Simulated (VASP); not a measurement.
# ZnS (Pm-3m) in VASP: notebook

Runs on ZnS. Level: PBE. Tasks: single point, relaxation of cell and atoms.

Everything below comes from runs of VASP 6.6.1. Logs are shortened: lines on timing, memory, paths and dates and some standing lists are left out, and cuts for length are marked.

### Step 1. The cell of the first run

It takes space group Pm-3m (No. 221, cubic). The conventional cell has a = 3.196 Å, b = 3.196 Å, c = 3.196 Å, α = 90.00°, β = 90.00°, γ = 90.00°. Within 3.6 Å of Zn (site symmetry m-3m) lie 8 S at 2.77 Å and 6 Zn at 3.20 Å. S (site symmetry m-3m) has 8 Zn at 2.77 Å and 6 S at 3.20 Å within 3.6 Å.

### Step 2. Single point, PBE

INCAR reads:

```
PREC = Accurate
ENCUT = 520
EDIFF = 1E-6
ISMEAR = 0
SIGMA = 0.1
LREAL = F
LASPH = T
NELM = 60
ALGO = Normal
ISIF = 2
LWAVE = F
LCHARG = T
GGA = PE
LELF = T
LVHAR = T
NBANDS = 16
```

KPOINTS reads:

```
regular mesh
0
Gamma
  18 18 18
```

POSCAR reads:

```
ZnS
1.0
    3.1963388873      0.0000000000      0.0000000000
    0.0000000000      3.1963388873      0.0000000000
    0.0000000000      0.0000000000      3.1963388873
Zn S
1 1
Direct
    0.5000000000      0.5000000000      0.5000000000
    0.0000000000      0.0000000000      0.0000000000
```

Potentials or basis: VASP PAW PBE potentials, release 64 (Zn, S).

Started as:

```
> cat potpaw_PBE.64/Zn/POTCAR potpaw_PBE.64/S/POTCAR > POTCAR
> mpirun -np 1 vasp_std > vasp.out
```

OUTCAR:

```text
PREC = Accurate
   ENCUT = 520
   EDIFF = 1E-6
   ISMEAR = 0
   LREAL = F
   LASPH = T
   NELM = 60
   ISIF = 2
   GGA = PE

 ion  position               nearest neighbor table
   1  0.500  0.500  0.500-   2 2.77   2 2.77   2 2.77   2 2.77   2 2.77   2 2.77   2 2.77   2 2.77

   2  0.000  0.000  0.000-   1 2.77   1 2.77   1 2.77   1 2.77   1 2.77   1 2.77   1 2.77   1 2.77

  LATTYP: Found a simple cubic cell.
 ALAT       =     3.1963388873

  Lattice vectors:

 A1 = (   3.1963388873,   0.0000000000,   0.0000000000)
 A2 = (   0.0000000000,   3.1963388873,   0.0000000000)
 A3 = (   0.0000000000,   0.0000000000,   3.1963388873)

Analysis of symmetry for initial positions (statically):
=====================================================================
 Subroutine PRICEL returns:
 Original cell was already a primitive cell.

 Routine SETGRP: Setting up the symmetry group for a
 simple cubic supercell.

 Subroutine GETGRP returns: Found 48 space group operations
 (whereof 48 operations were pure point group operations)
 out of a pool of 48 trial point group operations.

The static configuration has the point symmetry O_h .

Analysis of symmetry for dynamics (positions and initial velocities):
=====================================================================
 Subroutine PRICEL returns:
 Original cell was already a primitive cell.

 Routine SETGRP: Setting up the symmetry group for a
 simple cubic supercell.

 Subroutine GETGRP returns: Found 48 space group operations
 (whereof 48 operations were pure point group operations)
 out of a pool of 48 trial point group operations.

The dynamic configuration has the point symmetry O_h .

 Subroutine INISYM returns: Found 48 space group operations
 (whereof 48 operations are pure point group operations),
 and found     1 'primitive' translations

----------------------------------------------------------------------------------------

                                     Primitive cell

  volume of cell :      32.6557

  direct lattice vectors                    reciprocal lattice vectors
     3.196338887  0.000000000  0.000000000     0.312857940  0.000000000  0.000000000
     0.000000000  3.196338887  0.000000000     0.000000000  0.312857940  0.000000000
     0.000000000  0.000000000  3.196338887     0.000000000  0.000000000  0.312857940

  length of vectors
     3.196338887  3.196338887  3.196338887     0.312857940  0.312857940  0.312857940

  position of ions in fractional coordinates (direct lattice)
     0.500000000  0.500000000  0.500000000
     0.000000000  0.000000000  0.000000000

  ion indices of the primitive-cell ions
   primitive index   ion index
                 1           1
                 2           2

----------------------------------------------------------------------------------------

 KPOINTS: regular mesh

Automatic generation of k-mesh.
 Grid dimensions read from file:
 generate k-points for:   18   18   18

 Generating k-lattice:

  Cartesian coordinates                     Fractional coordinates (reciprocal lattice)
     0.017380997  0.000000000  0.000000000     0.055555556  0.000000000  0.000000000
     0.000000000  0.017380997  0.000000000     0.000000000  0.055555556  0.000000000
     0.000000000  0.000000000  0.017380997     0.000000000  0.000000000  0.055555556

  Length of vectors
     0.017380997  0.017380997  0.017380997

  Shift w.r.t. Gamma in fractional coordinates (k-lattice)
     0.000000000  0.000000000  0.000000000

 Subroutine IBZKPT returns following result:
 ===========================================

 Found    220 irreducible k-points:

 Following reciprocal coordinates:
            Coordinates               Weight
  0.000000  0.000000  0.000000      1.000000
  0.055556  0.000000  0.000000      6.000000
  0.111111  0.000000  0.000000      6.000000
  0.166667  0.000000  0.000000      6.000000
  0.222222  0.000000  0.000000      6.000000
  0.277778  0.000000  0.000000      6.000000
[... 16 lines left out ...]
  0.277778  0.111111  0.000000     24.000000
  0.333333  0.111111  0.000000     24.000000
 [... further k-points ...]
   k-points           NKPTS =    220   k-points in BZ     NKDIM =    220   number of bands    NBANDS=     16
   number of dos      NEDOS =    301   number of ions     NIONS =      2
   total plane-waves  NPLWV =  13824
   dimension x,y,z NGX =    24 NGY =   24 NGZ =   24
   dimension x,y,z NGXF=    48 NGYF=   48 NGZF=   48
   ions per type =               1   1
   NGX,Y,Z   is equivalent  to a cutoff of  12.48, 12.48, 12.48 a.u.
   NGXF,Y,Z  is equivalent  to a cutoff of  24.97, 24.97, 24.97 a.u.
 SYSTEM =  unknown system
   PREC   = accura    normal or accurate (medium, high low for compatibility)
   ISTART =      0    job   : 0-new  1-cont  2-samecut
   ICHARG =      2    charge: 1-file 2-atom 10-const
   ISPIN  =      1    spin polarized calculation?
   LNONCOLLINEAR =      F non collinear calculations
   LSORBIT =      F    spin-orbit coupling
   LASPH  =      T    aspherical Exc in radial PAW
   ENCUT  =  520.0 eV  38.22 Ry    6.18 a.u.   5.94  5.94  5.94*2*pi/ulx,y,z
   NELM   =     60;   NELMIN=  2; NELMDL= -5     # of ELM steps
   EDIFF  = 0.1E-05   stopping-criterion for ELM
   LREAL  =      F    real-space projection
   EDIFFG = 0.1E-04   stopping-criterion for IOM
   NSW    =      0    number of steps for IOM
   IBRION =     -1    ionic relax: 0-MD 1-quasi-New 2-CG
   NFREE  =      0    steps in history (QN), initial steepest desc. (CG)
   ISIF   =      2    stress and relaxation
   ISYM   =      2    0-nonsym 1-usesym 2-fastsym
   POTIM  = 0.5000    time-step for ionic-motion
   TEBEG  =    0.0;   TEEND  =   0.0 temperature during run
   PSTRESS=    0.0 pullay stress
   NELECT =      18.0000    total number of electrons
   NUPDOWN=      -1.0000    fix difference up-down
   EMIN   =  10.00;   EMAX   =-10.00  energy-range for DOS
   EFERMI =   0.00;   METHOD = LEGACY
   ISMEAR =     0;   SIGMA  =   0.10  broadening in eV -4-tet -1-fermi 0-gaus
   EFERMI_NEDOS =   21; number of points for ismear=-14 and -15
   IALGO  =     38    algorithm
   IMIX   =      4    mixing-type and parameters
     AMIX     =   0.40;   BMIX     =  1.00
     AMIX_MAG =   1.60;   BMIX_MAG =  1.00
  volume/ion in A,a.u.               =      16.33       110.19
  Fermi-wavevector in a.u.,A,eV,Ry     =   1.342289  2.536559 24.514175  1.801741
  Thomas-Fermi vector in A             =   2.470455
   LORBIT       =      0    0 simple, 1 ext, 2 COOP (PROOUT), +10 PAW based schemes
   GGA     = PE    functional components
   LHFCALC =     F    Hartree Fock is set to
   AEXX    =    0.0000 exact exchange contribution
   IVDW    =     0    specifies the selected vdW correction
   LEPSILON=     F    determine dielectric tensor
   LRPA    =     F    only Hartree local field effects (RPA)
 non-spin polarized calculation
 Gauss-broadening in eV      SIGMA  =   0.10
  energy-cutoff  :      520.00
  volume of cell :       32.66
 maximum number of plane-waves:       912
 NGX is ok and might be reduce to    24
   NGX = 11   NGY = 11   NGZ = 11

 number of electron      18.0000041 magnetization

 Free energy of the ion-electron system (eV)
  ---------------------------------------------------
  ext. energy  EPLUGINS =         0.00000000
  ---------------------------------------------------
  free energy    TOTEN  =        -4.92610240 eV

  energy without entropy =       -4.91942538  energy(sigma->0) =       -4.92276389

 E-fermi :   4.6308     XC(G=0): -11.0250

 val. band max:        4.6201945788   @ k =   0.5000   0.3889   0.2778
 cond. band min:       4.6328356375   @ k =   0.4444   0.3333   0.0556
 fundamental gap:      0.0126410587
 Fermi energy:         4.6307626427

 k-point     1 :       0.0000    0.0000    0.0000
  band No.  band energies     occupation
      1      -9.7561      2.00000
      2      -2.4501      2.00000
      3      -2.4501      2.00000
      4      -2.0617      2.00000
      5      -2.0617      2.00000
      6      -2.0617      2.00000
[... 8 lines left out ...]
     15      16.7451      0.00000
     16      19.7359      0.00000

 k-point     2 :       0.0556    0.0000    0.0000
  band No.  band energies     occupation
      1      -9.7248      2.00000
      2      -2.4482      2.00000
      3      -2.4463      2.00000
      4      -2.0689      2.00000
      5      -2.0689      2.00000
      6      -2.0611      2.00000
[... 8 lines left out ...]
     15      16.5886      0.00000
     16      19.7517      0.00000

 k-point     3 :       0.1111    0.0000    0.0000
  band No.  band energies     occupation
      1      -9.6321      2.00000
      2      -2.4426      2.00000
      3      -2.4377      2.00000
      4      -2.0896      2.00000
      5      -2.0896      2.00000
      6      -2.0594      2.00000
[... 8 lines left out ...]
     15      16.2213      0.00000
     16      19.7977      0.00000

 k-point     4 :       0.1667    0.0000    0.0000
  band No.  band energies     occupation
      1      -9.4822      2.00000
      2      -2.4341      2.00000
      3      -2.4331      2.00000
      4      -2.1206      2.00000
      5      -2.1206      2.00000
      6      -2.0567      2.00000
[... 8 lines left out ...]
     15      15.9258      0.00000
     16      19.8705      0.00000
[... 324 lines left out ...]
 k-point    22 :       0.2222    0.1111    0.0000
  band No.  band energies     occupation
      1      -9.1672      2.00000
      2      -2.4401      2.00000
      3      -2.4004      2.00000
      4      -2.1837      2.00000
      5      -2.1540      2.00000
      6      -2.0733      2.00000
[... 8 lines left out ...]
     15      16.6363      0.00000
     16      18.6325      0.00000

 k-point    23 :       0.2778    0.1111    0.0000
  band No.  band energies     occupation
      1      -8.9369      2.00000
      2      -2.4999      2.00000
      3      -2.3927      2.00000
      4      -2.2095      2.00000
      5      -2.1893      2.00000
      6      -2.0690      2.00000
[... 8 lines left out ...]
     15      17.2611      0.00000
     16      18.7478      0.00000

 k-point    24 :       0.3333    0.1111    0.0000
  band No.  band energies     occupation
      1      -8.6931      2.00000
      2      -2.6419      2.00000
      3      -2.3831      2.00000
      4      -2.2300      2.00000
      5      -2.2219      2.00000
      6      -2.0649      2.00000
[... 8 lines left out ...]
     15      18.3747      0.00000
     16      18.9320      0.00000

 [... further k-points ...]
[... 5 lines left out ...]
  --------------------------------------------------------------------------------------
  -------------------------------------------------------------------------------------
  Total        0.0122520      0.0122520      0.0122520     -0.0000000      0.0000000     -0.0000000
  in kB        0.6011165      0.6011165      0.6011165     -0.0000000      0.0000000     -0.0000000
  external PRESSURE =       0.6011165 kB  Pullay stress =       0.0000000 kB

 VOLUME and BASIS-vectors are now :
 -----------------------------------------------------------------------------
  energy-cutoff  :      520.00
  volume of cell :       32.66
      direct lattice vectors                 reciprocal lattice vectors
     3.196338887  0.000000000  0.000000000     0.312857940  0.000000000  0.000000000
     0.000000000  3.196338887  0.000000000     0.000000000  0.312857940  0.000000000
     0.000000000  0.000000000  3.196338887     0.000000000  0.000000000  0.312857940

 POSITION                                       TOTAL-FORCE (eV/Angst)
 -----------------------------------------------------------------------------------
      1.59817      1.59817      1.59817         0.000000      0.000000      0.000000
      0.00000      0.00000      0.00000         0.000000      0.000000      0.000000
 -----------------------------------------------------------------------------------
    total drift:                                0.000000      0.000000     -0.000000

  FREE ENERGIE OF THE ION-ELECTRON SYSTEM (eV)
  ---------------------------------------------------
  free  energy   TOTEN  =        -4.9261024036 eV

  energy  without entropy=       -4.9194253826  energy(sigma->0) =       -4.92276389
```

Run time: 46 s. Hardware: 1 thread of AMD EPYC 7R13 (Zen 3), shared host; peak memory 0.19 GiB.

Results:

* Free energy: -4.9261 eV
* Pressure: 0.1 GPa
* Band gap on the k mesh: zero (band 9 reaches 4.91 eV, above the bottom of band 10 at 3.54 eV)

Levels at points of the mesh, in eV from the Fermi level:
| k point | band 7 | band 8 | band 9 | band 10 | band 11 | band 12 |
| --- | --- | --- | --- | --- | --- | --- |
| (0.00, 0.00, 0.00) | -1.25 | -1.25 | -1.25 | -0.58 | 6.18 | 6.18 |
| (0.50, 0.00, 0.00) | -6.10 | 0.10 | 0.10 | 3.84 | 4.77 | 7.19 |
| (0.50, 0.50, 0.00) | -5.18 | -5.18 | -1.70 | 0.41 | 8.37 | 8.37 |
| (0.50, 0.50, 0.50) | -2.58 | -2.58 | -2.58 | 1.33 | 1.33 | 1.33 |

### Step 3. Relaxation of cell and atoms, PBE

INCAR reads:

```
SYSTEM = ZnS
  PREC = Accurate
  ENCUT = 600
  EDIFF = 1E-6
  ISMEAR = 0
  SIGMA = 0.1
  LREAL = .FALSE.
  LASPH = .TRUE.
  NELM = 60
  ALGO = Normal
  ISIF = 3
  LWAVE = .FALSE.
  LCHARG = .FALSE.
  GGA = PE
  IBRION = 2
  NSW = 100
  EDIFFG = -0.01
```

KPOINTS reads:

```
Automatic mesh
0
G
  18 18 18
  0 0 0
```

POSCAR reads:

```
ZnS
1.0
    3.1947313293      0.0000000000      0.0000000000
    0.0000000000      3.1947313293      0.0000000000
    0.0000000000      0.0000000000      3.1947313293
Zn S
1 1
Direct
    0.5000000000      0.5000000000      0.5000000000
    0.0000000000      0.0000000000      0.0000000000
```

Potentials or basis: VASP PAW PBE potentials, release 64 (Zn, S).

Started as:

```
> cat potpaw_PBE.64/Zn/POTCAR potpaw_PBE.64/S/POTCAR > POTCAR
> mpirun -np 1 vasp_std > vasp.out
```

Run time: 94 s. Hardware: 1 thread of AMD EPYC 7R13 (Zen 3), shared host; peak memory 0.23 GiB.

It converged, with:

* Free energy: -4.9262 eV
* Relaxed volume: 16.34 Å³/atom
* Relaxed cell: a = 3.197 Å, b = 3.197 Å, c = 3.197 Å, α = 90.00°, β = 90.00°, γ = 90.00°
* Space group after relaxing (to 0.05 Å): Pm-3m (No. 221)
* Energy gained by relaxing: 0.0 meV/atom
* Ionic steps: 2
* Pressure after relaxing: 0.1 GPa
* Band gap on the k mesh: zero (band 9 reaches 4.90 eV, above the bottom of band 10 at 3.54 eV)

Final structure:
```
Zn S
1.0
     3.19692    0.00000    0.00000
     0.00000    3.19692    0.00000
     0.00000    0.00000    3.19692
Zn S
1 1
Direct
  0.50000 0.50000 0.50000
  0.00000 0.00000 0.00000
```

Levels at points of the mesh, in eV from the Fermi level:
| k point | band 5 | band 6 | band 7 | band 8 | band 9 | band 10 | band 11 | band 12 | band 13 |
| --- | --- | --- | --- | --- | --- | --- | --- | --- | --- |
| (0.00, 0.00, 0.00) | -6.69 | -6.69 | -1.25 | -1.25 | -1.25 | -0.58 | 6.18 | 6.18 | 12.11 |
| (0.50, 0.00, 0.00) | -6.91 | -6.67 | -6.10 | 0.10 | 0.10 | 3.84 | 4.77 | 7.19 | 7.19 |
| (0.50, 0.50, 0.00) | -6.56 | -6.50 | -5.18 | -5.18 | -1.70 | 0.41 | 8.37 | 8.37 | 9.12 |
| (0.50, 0.50, 0.50) | -6.55 | -6.55 | -2.58 | -2.58 | -2.58 | 1.33 | 1.33 | 1.33 | 2.22 |
